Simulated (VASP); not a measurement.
# Be in VASP: notebook, part 2 of 2

VASP 6.6.1.

## (3) Relaxation of cell and atoms, PBE

This run uses another cell than the first one, of 10.64 Å³/atom, 0.979 times its volume.

Contents of INCAR:

```
  ALGO = Normal
  EDIFF = 1E-7
  EDIFFG = -0.025
  ENCUT = 600
  GGA = PE
  IBRION = 2
  ISIF = 3
  ISMEAR = 0
  LASPH = T
  LCHARG = F
  LREAL = F
  LWAVE = F
  NELM = 100
  NSW = 80
  PREC = Accurate
  SIGMA = 0.2
```

Contents of KPOINTS:

```
k-points
0
Gamma
  8 6 6
```

Contents of POSCAR:

```
Be
1.0
   -0.0069684515      0.0304999318      2.6501138494
    3.9985775641      0.0597329677     -0.0105813640
    0.0597329677      4.0195721319      0.0463131417
Be
4
Direct
    0.5098371905      0.0065042048      0.0068294717
    0.4955983942     -0.0062162020      0.5018175115
    0.5224438380      0.4863361308      0.0014813246
    0.4721205773      0.5133758664      0.4898716922
```

Potentials or basis: VASP PAW PBE potentials, release 64 (Be).

Started as:

```console
$ cat potpaw_PBE.64/Be/POTCAR > POTCAR
$ mpirun -np 1 vasp_std > vasp.out
```

OUTCAR:

```text
EDIFF = 1E-7
   EDIFFG = -0.025
   ENCUT = 600
   GGA = PE
   IBRION = 2
   ISIF = 3
   ISMEAR = 0
   LASPH = T
   LREAL = F
   NELM = 100
   NSW = 80
   PREC = Accurate

 ion  position               nearest neighbor table
   1  0.510  0.007  0.007-   3 1.92   2 1.99   2 2.03   3 2.08
   2  0.496  0.994  0.502-   4 1.92   1 1.99   1 2.03   4 2.08
   3  0.522  0.486  0.001-   1 1.92   4 1.97   4 2.06   1 2.08
   4  0.472  0.513  0.490-   2 1.92   3 1.97   3 2.06   2 2.08

  LATTYP: Found a triclinic cell.
 ALAT       =     4.0202827087
 B/A-ratio  =     1.3893357151
 C/A-ratio  =     2.9295078262
 COS(alpha) =     0.0006345338
 COS(beta)  =     0.6977459176
 COS(gamma) =     0.6984613925

  Lattice vectors:

 A1 = (  -0.0597329677,  -4.0195721319,  -0.0463131417)
 A2 = (   3.9388445964,  -3.9598391642,  -0.0568945057)
 A3 = (  -8.1235895151,  -8.1281102674,   2.5786502940)

Analysis of symmetry for initial positions (statically):
=====================================================================
 Subroutine PRICEL returns:
 Original cell was already a primitive cell.

 Routine SETGRP: Setting up the symmetry group for a
 triclinic supercell.

 Subroutine GETGRP returns: Found  1 space group operations
 (whereof  1 operations were pure point group operations)
 out of a pool of  2 trial point group operations.

The static configuration has the point symmetry C_1 .

Analysis of symmetry for dynamics (positions and initial velocities):
=====================================================================
 Subroutine PRICEL returns:
 Original cell was already a primitive cell.

 Routine SETGRP: Setting up the symmetry group for a
 triclinic supercell.

 Subroutine GETGRP returns: Found  1 space group operations
 (whereof  1 operations were pure point group operations)
 out of a pool of  2 trial point group operations.

The dynamic configuration has the point symmetry C_1 .

 Subroutine INISYM returns: Found  1 space group operations
 (whereof  1 operations are pure point group operations),
 and found     1 'primitive' translations

----------------------------------------------------------------------------------------

                                     Primitive cell

  volume of cell :      42.5787

  direct lattice vectors                    reciprocal lattice vectors
    -0.006968452  0.030499932  2.650113849     0.001063888 -0.004364124  0.377395303
     3.998577564  0.059732968 -0.010581364     0.250146440 -0.003725381  0.000700633
     0.059732968  4.019572132  0.046313142    -0.003725381  0.248871174 -0.002874033

  length of vectors
     2.650298515  3.999037700  4.020282709     0.377422035  0.250175160  0.248915647

  position of ions in fractional coordinates (direct lattice)
     0.509837191  0.006504205  0.006829472
     0.495598394  0.993783798  0.501817512
     0.522443838  0.486336131  0.001481325
     0.472120577  0.513375866  0.489871692

  ion indices of the primitive-cell ions
   primitive index   ion index
                 1           1
                 2           2
                 3           3
                 4           4

----------------------------------------------------------------------------------------

 KPOINTS: k-points

[... 63 lines left out ...]
   LSORBIT =      F    spin-orbit coupling
   LASPH  =      T    aspherical Exc in radial PAW
   ENCUT  =  600.0 eV  44.10 Ry    6.64 a.u.   5.29  7.99  8.03*2*pi/ulx,y,z
   NELM   =    100;   NELMIN=  2; NELMDL= -5     # of ELM steps
   EDIFF  = 0.1E-06   stopping-criterion for ELM
   LREAL  =      F    real-space projection
   EDIFFG = -.3E-01   stopping-criterion for IOM
   NSW    =     80    number of steps for IOM
   IBRION =      2    ionic relax: 0-MD 1-quasi-New 2-CG
   NFREE  =      1    steps in history (QN), initial steepest desc. (CG)
   ISIF   =      3    stress and relaxation
   ISYM   =      2    0-nonsym 1-usesym 2-fastsym
   POTIM  = 0.5000    time-step for ionic-motion
   TEBEG  =    0.0;   TEEND  =   0.0 temperature during run
   PSTRESS=    0.0 pullay stress
   NELECT =       8.0000    total number of electrons
   NUPDOWN=      -1.0000    fix difference up-down
   EMIN   =  10.00;   EMAX   =-10.00  energy-range for DOS
   EFERMI =   0.00;   METHOD = LEGACY
   ISMEAR =     0;   SIGMA  =   0.20  broadening in eV -4-tet -1-fermi 0-gaus
   EFERMI_NEDOS =   21; number of points for ismear=-14 and -15
   IALGO  =     38    algorithm
   IMIX   =      4    mixing-type and parameters
     AMIX     =   0.40;   BMIX     =  1.00
     AMIX_MAG =   1.60;   BMIX_MAG =  1.00
  volume/ion in A,a.u.               =      10.64        71.83
  Fermi-wavevector in a.u.,A,eV,Ry     =   0.937650  1.771901 11.962068  0.879187
  Thomas-Fermi vector in A             =   2.064782
   LORBIT       =      0    0 simple, 1 ext, 2 COOP (PROOUT), +10 PAW based schemes
   GGA     = PE    functional components
   LHFCALC =     F    Hartree Fock is set to
   AEXX    =    0.0000 exact exchange contribution
   IVDW    =     0    specifies the selected vdW correction
   LEPSILON=     F    determine dielectric tensor
   LRPA    =     F    only Hartree local field effects (RPA)
 conjugate gradient relaxation of ions
 non-spin polarized calculation
 Gauss-broadening in eV      SIGMA  =   0.20
  energy-cutoff  :      600.00
  volume of cell :       42.58
 maximum number of plane-waves:      1439
 NGX is ok and might be reduce to    24
   NGX = 11   NGY = 15   NGZ = 17

--------------------------------------- Ionic step        1  -------------------------------------------

 number of electron       8.0000000 magnetization

 Free energy of the ion-electron system (eV)
  ---------------------------------------------------
  ext. energy  EPLUGINS =         0.00000000
  ---------------------------------------------------
  free energy    TOTEN  =       -11.28453450 eV

  energy without entropy =      -11.26782754  energy(sigma->0) =      -11.27618102

------------------------ aborting loop because EDIFF is reached ----------------------------------------

  FORCE on cell =-STRESS in cart. coord.  units (eV):
  Direction    XX          YY          ZZ          XY          YZ          ZX
  --------------------------------------------------------------------------------------
  -------------------------------------------------------------------------------------
  Total        1.5632509      0.3733609     -0.2988762      0.5805668      0.0734344      0.1043227
  in kB       58.8229557     14.0490503    -11.2462969     21.8459200      2.7632351      3.9255185
  external PRESSURE =      20.5419030 kB  Pullay stress =       0.0000000 kB
[... 95 lines left out ...]
  FREE ENERGIE OF THE ION-ELECTRON SYSTEM (eV)
  ---------------------------------------------------
  free  energy   TOTEN  =       -11.3991106961 eV

  energy  without entropy=      -11.3815269615  energy(sigma->0) =      -11.39031883

 E-fermi :   4.8847     XC(G=0):  -9.8670

 val. band max:        4.8746135007   @ k =  -0.1250  -0.3333   0.3333
 cond. band min:       4.8960486511   @ k =   0.3750   0.1667   0.1667
 fundamental gap:      0.0214351504
 Fermi energy:         4.8847016333

 k-point     1 :       0.0000    0.0000    0.0000
  band No.  band energies     occupation
      1      -4.8172      2.00000
      2       1.4441      2.00000
      3       1.7060      2.00000
      4       2.2862      2.00000
      5       5.7962      0.00000
      6       6.3359      0.00000
      7       7.0636      0.00000
      8      15.1473      0.00000
[... 243 lines left out ...]
 k-point    24 :       0.2500    0.5000    0.0000
  band No.  band energies     occupation
      1      -1.9215      2.00000
      2      -1.2323      2.00000
      3       2.1705      2.00000
      4       3.4817      2.00000
      5       7.4163      0.00000
      6       9.1109      0.00000
      7       9.7952      0.00000
      8      10.6709      0.00000

 [... further k-points ...]

[... ionic steps 4 to 41 ...]

--------------------------------------- Ionic step       42  -------------------------------------------

 number of electron       8.0000000 magnetization

------------------------ aborting loop because EDIFF is reached ----------------------------------------
[... 71 lines left out ...]
--------------------------------------- Ionic step       44  -------------------------------------------

 number of electron       8.0000000 magnetization

 Free energy of the ion-electron system (eV)
  ---------------------------------------------------
  ext. energy  EPLUGINS =         0.00000000
  ---------------------------------------------------
  free energy    TOTEN  =       -15.09096149 eV

  energy without entropy =      -15.08819244  energy(sigma->0) =      -15.08957696

 E-fermi :   6.9825     XC(G=0): -10.6026

 val. band max:        6.9329352992   @ k =  -0.2500  -0.1667   0.3333
 cond. band min:       7.2969847827   @ k =   0.5000   0.0000   0.1667
 fundamental gap:      0.3640494835
 Fermi energy:         6.9825119043

 k-point     1 :       0.0000    0.0000    0.0000
  band No.  band energies     occupation
      1      -4.3292      2.00000
      2       2.5699      2.00000
      3       3.3305      2.00000
      4       3.3332      2.00000
      5       8.1077      0.00000
      6       8.5106      0.00000
      7       8.5140      0.00000
      8      19.2664      0.00000
[... 284 lines left out ...]
  FREE ENERGIE OF THE ION-ELECTRON SYSTEM (eV)
  ---------------------------------------------------
  free  energy   TOTEN  =       -15.0909614852 eV

  energy  without entropy=      -15.0881924442  energy(sigma->0) =      -15.08957696

 reached required accuracy - stopping structural energy minimisation
```

It took 22 min on 1 thread of Oxide Virtual Turin-like, shared host; peak memory 0.17 GiB.

Results:

| Property | Result |
| --- | --- |
| Free energy | -15.0910 eV |
| Relaxed volume | 7.91 Å³/atom |
| Relaxed cell | a = 2.253 Å, b = 3.939 Å, c = 4.230 Å, α = 62.27°, β = 74.44°, γ = 90.02° |
| Space group after relaxing (to 0.05 Å) | P6_3/mmc (No. 194) |
| Energy gained by relaxing | 951.6 meV/atom |
| Ionic steps | 44 |
| Pressure after relaxing | 0.0 GPa |
| Largest force after relaxing | 0.012 eV/Å |
| Band gap on the k mesh | zero (band 4 reaches 7.61 eV, above the bottom of band 5 at 6.32 eV) |

Forces in eV/Å, atoms in the order of the input:
```
Be   0.006  0.008  0.008
Be   0.000  0.002 -0.004
Be  -0.002 -0.006  0.004
Be  -0.004 -0.004 -0.008
```

The path:
| step | energy change (eV) | largest force (eV/Å) | pressure (GPa) | volume (Å³) |
| --- | --- | --- | --- | --- |
| 1 | 0.0000 | 1.1077 | 2.05 | 42.58 |
| 3 | -0.1146 | 0.3159 | -0.64 | 43.36 |
| 5 | -0.3251 | 0.9806 | -0.62 | 42.71 |
| 7 | -0.3181 | 3.6093 | 8.89 | 37.30 |
| 9 | -0.7912 | 3.0337 | 2.51 | 39.48 |
| 11 | -0.8072 | 2.8882 | 1.84 | 39.81 |
| 13 | -0.8301 | 2.9150 | 1.72 | 39.73 |
| 15 | -0.8583 | 2.9545 | 1.67 | 39.38 |
| 17 | -0.8835 | 2.9121 | 1.47 | 39.47 |
| 19 | -1.0713 | 2.5378 | 0.14 | 39.52 |
| 21 | -1.5978 | 1.5540 | -3.74 | 39.70 |
| 23 | -1.8855 | 1.5041 | -6.52 | 39.79 |
| 25 | -2.3686 | 1.1453 | -6.07 | 37.64 |
| 27 | -1.4252 | 4.3541 | 31.25 | 28.33 |
| 29 | -2.8699 | 1.3449 | 2.70 | 32.80 |
| 31 | -3.2012 | 1.3904 | 4.45 | 31.25 |
| 33 | -3.4437 | 0.5980 | -1.34 | 32.24 |
| 35 | -3.6786 | 0.8856 | 2.02 | 31.35 |
| 37 | -3.7318 | 0.6116 | 0.93 | 31.57 |
| 39 | -3.7933 | 0.1930 | -0.95 | 31.89 |
| 41 | -3.8045 | 0.0873 | 0.27 | 31.59 |
| 43 | -3.8063 | 0.0287 | 0.03 | 31.64 |
| 44 | -3.8064 | 0.0124 | -0.02 | 31.65 |

Final structure:
```yaml
crystal:
  lattice:
    - [-0.06346, 0.35848, 2.22306]
    - [3.82121, 0.95421, -0.04618]
    - [1.01847, 4.07205, 0.52226]
  atoms:
    - { symbol: Be, position: [0.37449, 0.04072, 0.99985] }
    - { symbol: Be, position: [0.62534, 0.95919, 0.49990] }
    - { symbol: Be, position: [0.87467, 0.54083, 0.00016] }
    - { symbol: Be, position: [0.12551, 0.45927, 0.50008] }
```

Caveat: the volume moved by over 15 % at a fixed basis, so the end points are rough.
